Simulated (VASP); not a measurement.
## MoS2: single point with PBEsol

Crystal: MoS2.

```
Mo S
1.0
     1.57160    0.90737    6.22703
    -1.57160    0.90737    6.22703
     0.00000   -1.81473    6.22703
Mo S
1 2
Direct
  0.00000 0.00000 0.00000
  0.75007 0.75007 0.75007
  0.58323 0.58323 0.58323
```

- Program: VASP 6.6.1
- Task: single point
- Functional: PBEsol
- Potentials or basis: VASP PAW PBE potentials, release 64 (Mo_sv, S)
- Cutoff: 520 eV
- k mesh: 6 × 6 × 6
- Occupations: gaussian, width 0.1 eV
- Spin: no spin polarisation

The pressure is 0.0 GPa. The largest force is 0.009 eV/Å and the band gap on the k mesh is 0.98 eV (least direct gap 1.80 eV).

Forces on the atoms (eV/Å):
```
Mo   0.000  0.000 -0.002
S    0.000  0.000 -0.008
S    0.000  0.000  0.009
```

Levels at points of the mesh, in eV from the valence-band top:
| k point | band 10 | band 11 | band 12 | band 13 | band 14 | band 15 | band 16 | band 17 |
| --- | --- | --- | --- | --- | --- | --- | --- | --- |
| (0.00, 0.00, 0.00) | -2.12 | -2.12 | -1.29 | -1.19 | 2.19 | 2.19 | 2.57 | 2.57 |
| (0.50, 0.00, 0.00) | -3.88 | -2.33 | -1.46 | -1.41 | 1.78 | 2.16 | 3.56 | 3.62 |
| (0.50, 0.50, 0.00) | -3.82 | -2.88 | -1.63 | -1.23 | 1.74 | 2.31 | 3.10 | 4.02 |
| (0.50, 0.50, 0.50) | -3.27 | -2.10 | -2.10 | 0.00 | 2.28 | 2.28 | 2.45 | 2.45 |

Wall time 71 s on 1 thread of Intel(R) Xeon(R) 6975P-C (Granite Rapids), on a shared host, peak memory 0.31 GiB.

Caveat: the PAW data sets were made with another functional, which shifts forces and pressure a little. A k mesh can miss the band edges.
